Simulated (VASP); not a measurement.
A run of VASP 6.6.1 is set up as follows.

POSCAR

```
Os
1.0
   -1.5351292536      1.5351292536      1.5351292536
    1.5351292536     -1.5351292536      1.5351292536
    1.5351292536      1.5351292536     -1.5351292536
Os
1
Direct
    0.0000000000      0.0000000000      0.0000000000
```

The input INCAR.step1:

```
SYSTEM = Os
  PREC = Accurate
  ENCUT = 620
  ISMEAR = 0
  SIGMA = 0.05
  LREAL = .FALSE.
  LASPH = .TRUE.
  NELM = 120
  NBANDS = 14
  GGA = PE
  ALGO = Normal
  EDIFF = 1E-5
  LWAVE = .TRUE.
  LCHARG = .FALSE.
  GGA_COMPAT = .FALSE.
```

INCAR.step2

```
SYSTEM = Os
  PREC = Accurate
  ENCUT = 620
  EDIFF = 1E-6
  ISMEAR = 0
  SIGMA = 0.05
  LREAL = .FALSE.
  LASPH = .TRUE.
  NELM = 120
  ALGO = Normal
  ISIF = 2
  LWAVE = .FALSE.
  LCHARG = .TRUE.
  METAGGA = R2SCAN
  LMIXTAU = .TRUE.
  LELF = .TRUE.
  LVHAR = .TRUE.
  NBANDS = 14
  ISTART = 1
  GGA_COMPAT = .FALSE.
```

Contents of KPOINTS:

```
regular mesh
0
G
  18 18 18
  0 0 0
```

Potentials or basis: VASP PAW PBE potentials, release 64 (Os_sv_GW).

Run with:

```bash
$ cat potpaw_PBE.64/Os_sv_GW/POTCAR > POTCAR
$ cp INCAR.step1 INCAR
$ mpirun -np 1 vasp_std > vasp.out
$ cp INCAR.step2 INCAR
$ mpirun -np 1 vasp_std > vasp.out
```

Problem. Predict the band gap on the k mesh.

Solution. Zero (bands 8 and 9 overlap by 4.81 eV).

Problem. Estimate the pressure.

Solution. -0.7 GPa.

Caveat: the PAW data sets were made with another functional, which shifts forces and pressure a little; spin-orbit coupling is left out, which moves the levels of the heavy elements.
